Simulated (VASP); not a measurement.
# GaP4 (Pn-3m) in VASP: a series of runs

GaP4 is run at these levels: PBE; tasks: single point.

Program: VASP 6.6.1. These are calculated values, not measurements. Logs are shortened: lines on timing, memory, paths and dates and some standing lists are left out, and cuts for length are marked.

## Step 1: The cell of the first run

It takes space group Pn-3m (No. 224, cubic). Conventional cell: a = 5.853 Å, b = 5.853 Å, c = 5.853 Å, α = 90.00°, β = 90.00°, γ = 90.00°. Within 2.2 Å of Ga (site symmetry -43m) lie 4 P at 1.63 Å. P (site symmetry 3m) has 1 Ga at 1.63 Å and 1 P at 1.81 Å within 2.2 Å.

The cell was generated, and may not be a known phase.

## Step 2: Single point, PBE

Input file INCAR:

```
PREC = Accurate
ENCUT = 520
EDIFF = 1E-6
ISMEAR = 0
SIGMA = 0.1
LREAL = F
LASPH = T
NELM = 100
ALGO = Normal
ISIF = 2
LWAVE = F
LCHARG = F
GGA = PE
NBANDS = 44
```

Input file KPOINTS:

```
Automatic mesh
0
Gamma
  4 4 4
```

Input file POSCAR:

```
GaP4
1.0
    5.8526842600      0.0000000000      0.0000000000
    0.0000000000      5.8526842600      0.0000000000
    0.0000000000      0.0000000000      5.8526842600
Ga P
2 8
Direct
    0.0000000000      0.0000000000      0.0000000000
    0.5000000000      0.5000000000      0.5000000000
    0.3392384500      0.3392384500      0.3392384500
    0.6607615500      0.6607615500      0.3392384500
    0.6607615500      0.3392384500      0.6607615500
    0.3392384500      0.6607615500      0.6607615500
    0.8392384500      0.8392384500      0.1607615500
    0.1607615500      0.1607615500      0.1607615500
    0.8392384500      0.1607615500      0.8392384500
    0.1607615500      0.8392384500      0.8392384500
```

Potentials or basis: VASP PAW PBE potentials, release 64 (Ga_d, P).

On the command line:

```sh
$ cat potpaw_PBE.64/Ga_d/POTCAR potpaw_PBE.64/P/POTCAR > POTCAR
$ mpirun -np 1 vasp_std > vasp.out
```

OUTCAR:

```text
PREC = Accurate
   ENCUT = 520
   EDIFF = 1E-6
   ISMEAR = 0
   LREAL = F
   LASPH = T
   NELM = 100
   ISIF = 2
   GGA = PE

 ion  position               nearest neighbor table
   1  0.000  0.000  0.000-   7 1.63   8 1.63   9 1.63  10 1.63
   2  0.500  0.500  0.500-   3 1.63   4 1.63   5 1.63   6 1.63
   3  0.339  0.339  0.339-   2 1.63   8 1.81   5 2.66   6 2.66   4 2.66
   4  0.661  0.661  0.339-   2 1.63   7 1.81   5 2.66   6 2.66   3 2.66
   5  0.661  0.339  0.661-   2 1.63   9 1.81   4 2.66   6 2.66   3 2.66
   6  0.339  0.661  0.661-   2 1.63  10 1.81   4 2.66   5 2.66   3 2.66
   7  0.839  0.839  0.161-   1 1.63   4 1.81   8 2.66   9 2.66  10 2.66
   8  0.161  0.161  0.161-   1 1.63   3 1.81   7 2.66   9 2.66  10 2.66
   9  0.839  0.161  0.839-   1 1.63   5 1.81   7 2.66   8 2.66  10 2.66
  10  0.161  0.839  0.839-   1 1.63   6 1.81   7 2.66   8 2.66   9 2.66

  LATTYP: Found a simple cubic cell.
 ALAT       =     5.8526842600

  Lattice vectors:

 A1 = (   5.8526842600,   0.0000000000,   0.0000000000)
 A2 = (   0.0000000000,   5.8526842600,   0.0000000000)
 A3 = (   0.0000000000,   0.0000000000,   5.8526842600)

Analysis of symmetry for initial positions (statically):
=====================================================================
 Subroutine PRICEL returns:
 Original cell was already a primitive cell.

 Routine SETGRP: Setting up the symmetry group for a
 simple cubic supercell.

 Subroutine GETGRP returns: Found 48 space group operations
 (whereof 24 operations were pure point group operations)
 out of a pool of 48 trial point group operations.

The static configuration has the point symmetry T_d .
 The point group associated with its full space group is O_h .

Analysis of symmetry for dynamics (positions and initial velocities):
=====================================================================
 Subroutine PRICEL returns:
 Original cell was already a primitive cell.

 Routine SETGRP: Setting up the symmetry group for a
 simple cubic supercell.

 Subroutine GETGRP returns: Found 48 space group operations
 (whereof 24 operations were pure point group operations)
 out of a pool of 48 trial point group operations.

The dynamic configuration has the point symmetry T_d .
 The point group associated with its full space group is O_h .

 Subroutine INISYM returns: Found 48 space group operations
 (whereof 24 operations are pure point group operations),
 and found     1 'primitive' translations

----------------------------------------------------------------------------------------

                                     Primitive cell

  volume of cell :     200.4773

  direct lattice vectors                    reciprocal lattice vectors
     5.852684260  0.000000000  0.000000000     0.170861771  0.000000000  0.000000000
     0.000000000  5.852684260  0.000000000     0.000000000  0.170861771  0.000000000
     0.000000000  0.000000000  5.852684260     0.000000000  0.000000000  0.170861771

  length of vectors
     5.852684260  5.852684260  5.852684260     0.170861771  0.170861771  0.170861771

  position of ions in fractional coordinates (direct lattice)
     0.000000000  0.000000000  0.000000000
     0.500000000  0.500000000  0.500000000
     0.339238450  0.339238450  0.339238450
     0.660761550  0.660761550  0.339238450
     0.660761550  0.339238450  0.660761550
     0.339238450  0.660761550  0.660761550
     0.839238450  0.839238450  0.160761550
     0.160761550  0.160761550  0.160761550
     0.839238450  0.160761550  0.839238450
     0.160761550  0.839238450  0.839238450

  ion indices of the primitive-cell ions
   primitive index   ion index
                 1           1
                 2           2
                 3           3
                 4           4
                 5           5
                 6           6
                 7           7
                 8           8
                 9           9
                10          10

----------------------------------------------------------------------------------------

 KPOINTS: Automatic mesh

Automatic generation of k-mesh.
 Grid dimensions read from file:
 generate k-points for:    4    4    4

 Generating k-lattice:

  Cartesian coordinates                     Fractional coordinates (reciprocal lattice)
     0.042715443  0.000000000  0.000000000     0.250000000  0.000000000  0.000000000
     0.000000000  0.042715443  0.000000000     0.000000000  0.250000000  0.000000000
     0.000000000  0.000000000  0.042715443     0.000000000  0.000000000  0.250000000

  Length of vectors
     0.042715443  0.042715443  0.042715443

  Shift w.r.t. Gamma in fractional coordinates (k-lattice)
     0.000000000  0.000000000  0.000000000

 Subroutine IBZKPT returns following result:
 ===========================================

 Found     10 irreducible k-points:

 Following reciprocal coordinates:
            Coordinates               Weight
  0.000000  0.000000  0.000000      1.000000
  0.250000  0.000000  0.000000      6.000000
  0.500000  0.000000  0.000000      3.000000
  0.250000  0.250000  0.000000     12.000000
  0.500000  0.250000  0.000000     12.000000
  0.500000  0.500000  0.000000      3.000000
  0.250000  0.250000  0.250000      8.000000
  0.500000  0.250000  0.250000     12.000000
  0.500000  0.500000  0.250000      6.000000
  0.500000  0.500000  0.500000      1.000000
   k-points           NKPTS =     10   k-points in BZ     NKDIM =     10   number of bands    NBANDS=     44
   number of dos      NEDOS =    301   number of ions     NIONS =     10
   total plane-waves  NPLWV = 110592
   dimension x,y,z NGX =    48 NGY =   48 NGZ =   48
   dimension x,y,z NGXF=    96 NGYF=   96 NGZF=   96
   ions per type =               2   8
   NGX,Y,Z   is equivalent  to a cutoff of  13.63, 13.63, 13.63 a.u.
   NGXF,Y,Z  is equivalent  to a cutoff of  27.27, 27.27, 27.27 a.u.
 SYSTEM =  unknown system
   PREC   = accura    normal or accurate (medium, high low for compatibility)
   ISTART =      0    job   : 0-new  1-cont  2-samecut
   ICHARG =      2    charge: 1-file 2-atom 10-const
   ISPIN  =      1    spin polarized calculation?
   LNONCOLLINEAR =      F non collinear calculations
   LSORBIT =      F    spin-orbit coupling
   LASPH  =      T    aspherical Exc in radial PAW
   ENCUT  =  520.0 eV  38.22 Ry    6.18 a.u.  10.88 10.88 10.88*2*pi/ulx,y,z
   NELM   =    100;   NELMIN=  2; NELMDL= -5     # of ELM steps
   EDIFF  = 0.1E-05   stopping-criterion for ELM
   LREAL  =      F    real-space projection
   EDIFFG = 0.1E-04   stopping-criterion for IOM
   NSW    =      0    number of steps for IOM
   IBRION =     -1    ionic relax: 0-MD 1-quasi-New 2-CG
   NFREE  =      0    steps in history (QN), initial steepest desc. (CG)
   ISIF   =      2    stress and relaxation
   ISYM   =      2    0-nonsym 1-usesym 2-fastsym
   POTIM  = 0.5000    time-step for ionic-motion
   TEBEG  =    0.0;   TEEND  =   0.0 temperature during run
   PSTRESS=    0.0 pullay stress
   NELECT =      66.0000    total number of electrons
   NUPDOWN=      -1.0000    fix difference up-down
   EMIN   =  10.00;   EMAX   =-10.00  energy-range for DOS
   EFERMI =   0.00;   METHOD = LEGACY
   ISMEAR =     0;   SIGMA  =   0.10  broadening in eV -4-tet -1-fermi 0-gaus
   EFERMI_NEDOS =   21; number of points for ismear=-14 and -15
   IALGO  =     38    algorithm
   IMIX   =      4    mixing-type and parameters
     AMIX     =   0.40;   BMIX     =  1.00
     AMIX_MAG =   1.60;   BMIX_MAG =  1.00
  volume/ion in A,a.u.               =      20.05       135.29
  Fermi-wavevector in a.u.,A,eV,Ry     =   1.130406  2.136157 17.385760  1.277817
  Thomas-Fermi vector in A             =   2.267102
   LORBIT       =      0    0 simple, 1 ext, 2 COOP (PROOUT), +10 PAW based schemes
   GGA     = PE    functional components
   LHFCALC =     F    Hartree Fock is set to
   AEXX    =    0.0000 exact exchange contribution
   IVDW    =     0    specifies the selected vdW correction
   LEPSILON=     F    determine dielectric tensor
   LRPA    =     F    only Hartree local field effects (RPA)
 non-spin polarized calculation
 Gauss-broadening in eV      SIGMA  =   0.10
  energy-cutoff  :      520.00
  volume of cell :      200.48
 maximum number of plane-waves:      5449
 NGX is ok and might be reduce to    48
   NGX = 21   NGY = 21   NGZ = 21

 number of electron      65.9999970 magnetization

 Free energy of the ion-electron system (eV)
  ---------------------------------------------------
  ext. energy  EPLUGINS =         0.00000000
  ---------------------------------------------------
  free energy    TOTEN  =        16.92933648 eV

  energy without entropy =       16.95031420  energy(sigma->0) =       16.93982534

 E-fermi :   5.4126     XC(G=0):  -9.0252

 val. band max:        5.3976398820   @ k =   0.5000   0.2500   0.0000
 cond. band min:       5.6189235310   @ k =   0.5000   0.5000   0.2500
 fundamental gap:      0.2212836490
 Fermi energy:         5.4126039070

 k-point     1 :       0.0000    0.0000    0.0000
  band No.  band energies     occupation
      1     -15.9775      2.00000
      2     -15.9775      2.00000
      3     -15.9775      2.00000
      4     -15.9470      2.00000
      5     -15.9470      2.00000
      6     -15.9470      2.00000
[... 36 lines left out ...]
     43       8.8602      0.00000
     44      10.5833      0.00000

 k-point     2 :       0.2500    0.0000    0.0000
  band No.  band energies     occupation
      1     -15.9776      2.00000
      2     -15.9776      2.00000
      3     -15.9733      2.00000
      4     -15.9518      2.00000
      5     -15.9470      2.00000
      6     -15.9470      2.00000
[... 368 lines left out ...]
 k-point    10 :       0.5000    0.5000    0.5000
  band No.  band energies     occupation
      1     -15.9785      2.00000
      2     -15.9785      2.00000
      3     -15.9785      2.00000
      4     -15.9471      2.00000
      5     -15.9471      2.00000
      6     -15.9471      2.00000
[... 36 lines left out ...]
     43       8.7090      0.00000
     44       8.7090      0.00000

------------------------ aborting loop because EDIFF is reached ----------------------------------------

  FORCE on cell =-STRESS in cart. coord.  units (eV):
  Direction    XX          YY          ZZ          XY          YZ          ZX
  --------------------------------------------------------------------------------------
  -------------------------------------------------------------------------------------
  Total      154.1789211    154.1789211    154.1789211      0.0000000      0.0000000      0.0000000
  in kB     1232.1690569   1232.1690569   1232.1690569      0.0000000      0.0000000      0.0000000
  external PRESSURE =    1232.1690569 kB  Pullay stress =       0.0000000 kB

 VOLUME and BASIS-vectors are now :
 -----------------------------------------------------------------------------
  energy-cutoff  :      520.00
  volume of cell :      200.48
      direct lattice vectors                 reciprocal lattice vectors
     5.852684260  0.000000000  0.000000000     0.170861771  0.000000000  0.000000000
     0.000000000  5.852684260  0.000000000     0.000000000  0.170861771  0.000000000
     0.000000000  0.000000000  5.852684260     0.000000000  0.000000000  0.170861771

 POSITION                                       TOTAL-FORCE (eV/Angst)
 -----------------------------------------------------------------------------------
      0.00000      0.00000      0.00000         0.000000      0.000000      0.000000
      2.92634      2.92634      2.92634         0.000000      0.000000      0.000000
      1.98546      1.98546      1.98546       -14.437401    -14.437401    -14.437401
      3.86723      3.86723      1.98546        14.437401     14.437401    -14.437401
      3.86723      1.98546      3.86723        14.437401    -14.437401     14.437401
      1.98546      3.86723      3.86723       -14.437401     14.437401     14.437401
      4.91180      4.91180      0.94089       -14.437401    -14.437401     14.437401
      0.94089      0.94089      0.94089        14.437401     14.437401     14.437401
      4.91180      0.94089      4.91180       -14.437401     14.437401    -14.437401
      0.94089      4.91180      4.91180        14.437401    -14.437401    -14.437401
 -----------------------------------------------------------------------------------
    total drift:                                0.000000     -0.000000     -0.000000

  FREE ENERGIE OF THE ION-ELECTRON SYSTEM (eV)
  ---------------------------------------------------
  free  energy   TOTEN  =        16.9293364751 eV

  energy  without entropy=       16.9503142022  energy(sigma->0) =       16.93982534
```

It took 2.5 min on 1 thread of Intel Xeon Platinum 8488C (Sapphire Rapids), shared host; peak memory 0.34 GiB.

What came out:

| Quantity | Value |
| --- | --- |
| Free energy | 16.9293 eV |
| Pressure | 123.2 GPa |
| Largest force | 25.006 eV/Å |
| Band gap on the k mesh | zero (bands 33 and 34 overlap by 0.82 eV) |

Forces on the atoms (eV/Å):
```
Ga    0.000   0.000   0.000
Ga    0.000   0.000   0.000
P   -14.437 -14.437 -14.437
P    14.437  14.437 -14.437
P    14.437 -14.437  14.437
P   -14.437  14.437  14.437
P   -14.437 -14.437  14.437
P    14.437  14.437  14.437
P   -14.437  14.437 -14.437
P    14.437 -14.437 -14.437
```

Levels at points of the mesh, in eV from the Fermi level:
```csv
k point,band 31,band 32,band 33,band 34,band 35,band 36
"(0.00, 0.00, 0.00)",-1.42,-1.42,0.44,0.44,0.44,1.16
"(0.50, 0.00, 0.00)",-1.02,-1.02,-0.19,-0.19,1.01,1.01
"(0.50, 0.50, 0.00)",-0.63,-0.63,-0.22,-0.22,0.81,0.81
"(0.50, 0.50, 0.50)",-1.34,-1.34,0.61,1.29,1.29,1.29
```

Caveat: the cell stands under pressure; forces of over 1 eV/Å act on the atoms, so gaps and moduli don't describe the material at rest.

## Step 3: Single point, PBE

This run uses another cell than the first one, of 72.99 Å³/atom.

Input file INCAR:

```
SYSTEM = GaP4
ALGO = Normal
EDIFF = 1E-7
ENCUT = 520
GGA = PE
ISIF = 2
ISMEAR = 0
LASPH = .TRUE.
LCHARG = .FALSE.
LREAL = .FALSE.
LWAVE = .FALSE.
NBANDS = 44
NELM = 60
PREC = Accurate
SIGMA = 0.1
```

Input file KPOINTS:

```
k-points
0
G
  4 4 4
  0 0 0
```

Input file POSCAR:

```
GaP4
1.0
    9.0036387081      0.0000000000      0.0000000000
    0.0000000000      9.0036387081      0.0000000000
    0.0000000000      0.0000000000      9.0036387081
Ga P
2 8
Direct
    0.0000000000      0.0000000000      0.0000000000
    0.5000000000      0.5000000000      0.5000000000
    0.3119708981      0.3119708981      0.3119708981
    0.6880291019      0.6880291019      0.3119708981
    0.6880291019      0.3119708981      0.6880291019
    0.3119708981      0.6880291019      0.6880291019
    0.8119708981      0.8119708981      0.1880291019
    0.1880291019      0.1880291019      0.1880291019
    0.8119708981      0.1880291019      0.8119708981
    0.1880291019      0.8119708981      0.8119708981
```

Potentials or basis: VASP PAW PBE potentials, release 64 (Ga_d, P).

On the command line:

```sh
$ cat potpaw_PBE.64/Ga_d/POTCAR potpaw_PBE.64/P/POTCAR > POTCAR
$ mpirun -np 1 vasp_std > vasp.out
```

Run time: 12 min. Hardware: 1 thread of Intel Xeon Platinum 8488C (Sapphire Rapids), shared host; peak memory 0.79 GiB.

Results (log left out):

```yaml
Free_energy: -39.5383 eV
Pressure: 0.0 GPa
Largest_force: 0.033 eV/Å
Band_gap_on_the_k_mesh: zero (bands 33 and 34 overlap by 0.16 eV)
```

Forces on the atoms (eV/Å):
```
Ga   0.000  0.000  0.000
Ga   0.000  0.000  0.000
P   -0.019 -0.019 -0.019
P    0.019  0.019 -0.019
P    0.019 -0.019  0.019
P   -0.019  0.019  0.019
P   -0.019 -0.019  0.019
P    0.019  0.019  0.019
P   -0.019  0.019 -0.019
P    0.019 -0.019 -0.019
```

Levels at points of the mesh, in eV from the Fermi level:
```csv
k point,band 28,band 29,band 30,band 31,band 32,band 33,band 34,band 35,band 36,band 37
"(0.00, 0.00, 0.00)",-2.90,-2.80,-2.80,-2.80,-1.13,0.04,0.04,0.04,0.32,0.32
"(0.50, 0.00, 0.00)",-2.84,-2.83,-2.83,-2.20,-2.20,-0.03,-0.03,0.15,0.15,0.55
"(0.50, 0.50, 0.00)",-2.83,-2.82,-2.82,-2.20,-2.20,0.02,0.02,0.15,0.15,0.53
"(0.50, 0.50, 0.50)",-2.87,-2.78,-2.78,-2.78,-1.11,0.11,0.11,0.11,0.30,0.30
```

Caveat: semilocal functionals underestimate gaps, and a narrow one can read as zero.

## Step 4: Single point, PBE

This run uses another cell than the first one, of 73.28 Å³/atom.

Input file INCAR:

```
SYSTEM = GaP4
ALGO = Normal ; EDIFF = 1E-6
ENCUT = 520 ; GGA = PE
ISIF = 2 ; ISMEAR = 0
LASPH = .True. ; LCHARG = .False.
LREAL = .False. ; LWAVE = .False.
NBANDS = 44 ; NELM = 100
PREC = Accurate ; SIGMA = 0.1
```

Input file KPOINTS:

```
k-points
0
Gamma
  4 4 4
  0 0 0
```

Input file POSCAR:

```
GaP4
1.0
    9.0157316015      0.0000000000      0.0000000000
    0.0000000000      9.0157316015      0.0000000000
    0.0000000000      0.0000000000      9.0157316015
Ga P
2 8
Direct
    0.0000000000      0.0000000000      0.0000000000
    0.5000000000      0.5000000000      0.5000000000
    0.3119669194      0.3119669194      0.3119669194
    0.6880330806      0.6880330806      0.3119669194
    0.6880330806      0.3119669194      0.6880330806
    0.3119669194      0.6880330806      0.6880330806
    0.8119669194      0.8119669194      0.1880330806
    0.1880330806      0.1880330806      0.1880330806
    0.8119669194      0.1880330806      0.8119669194
    0.1880330806      0.8119669194      0.8119669194
```

On the command line:

```sh
$ cat potpaw_PBE.64/Ga_d/POTCAR potpaw_PBE.64/P/POTCAR > POTCAR
$ mpirun -np 1 vasp_std > vasp.out
```

Run time: 10 min. Hardware: 1 thread of Intel Xeon Platinum 8488C (Sapphire Rapids), shared host; peak memory 0.81 GiB.

It converged, with:

```
Free energy            : -39.5384 eV
Pressure               : 0.0 GPa
Largest force          : 0.103 eV/Å
Band gap on the k mesh : zero (bands 33 and 34 overlap by 0.16 eV)
```

Forces in eV/Å, atoms in the order of the input:
```
Ga   0.000  0.000  0.000
Ga   0.000  0.000  0.000
P   -0.060 -0.060 -0.060
P    0.060  0.060 -0.060
P    0.060 -0.060  0.060
P   -0.060  0.060  0.060
P   -0.060 -0.060  0.060
P    0.060  0.060  0.060
P   -0.060  0.060 -0.060
P    0.060 -0.060 -0.060
```

Levels at points of the mesh, in eV from the Fermi level:
| k point | band 28 | band 29 | band 30 | band 31 | band 32 | band 33 | band 34 | band 35 | band 36 | band 37 |
| --- | --- | --- | --- | --- | --- | --- | --- | --- | --- | --- |
| (0.00, 0.00, 0.00) | -2.89 | -2.79 | -2.79 | -2.79 | -1.14 | 0.04 | 0.04 | 0.04 | 0.31 | 0.31 |
| (0.50, 0.00, 0.00) | -2.83 | -2.83 | -2.83 | -2.21 | -2.21 | -0.03 | -0.03 | 0.15 | 0.15 | 0.55 |
| (0.50, 0.50, 0.00) | -2.82 | -2.82 | -2.82 | -2.21 | -2.21 | 0.02 | 0.02 | 0.15 | 0.15 | 0.53 |
| (0.50, 0.50, 0.50) | -2.86 | -2.77 | -2.77 | -2.77 | -1.12 | 0.10 | 0.10 | 0.10 | 0.30 | 0.30 |

Caveat: semilocal functionals underestimate gaps, and a narrow one can read as zero.

## Step 5: Overview

```tsv
cell	gap on the mesh (eV)	pressure (GPa)	largest force (eV/Å)
a = 5.853 Å, 10 atoms, atomic positions A	none	123.2	25.01
a = 9.004 Å, 10 atoms, atomic positions B	none	0.0	0.03
a = 9.016 Å, 10 atoms, atomic positions B	none	0.0	0.10
```

Alike in all rows: task single point; level PBE; potentials or basis VASP PAW PBE potentials, release 64 (Ga_d, P); no spin polarisation; k mesh 4 × 4 × 4; cutoff (eV) 520; smearing gaussian 0.1 eV.

Caveats: semilocal functionals underestimate gaps, and a narrow one can read as zero (at least some runs); the cell stands under pressure (at least some runs); forces of over 1 eV/Å act on the atoms, so gaps and moduli don't describe the material at rest (at least some runs).

Total energies depend on the potentials used, so only differences within one code and one set of settings carry meaning.

The gap in the log of VASP goes by the Fermi energy; the results here count the filled bands.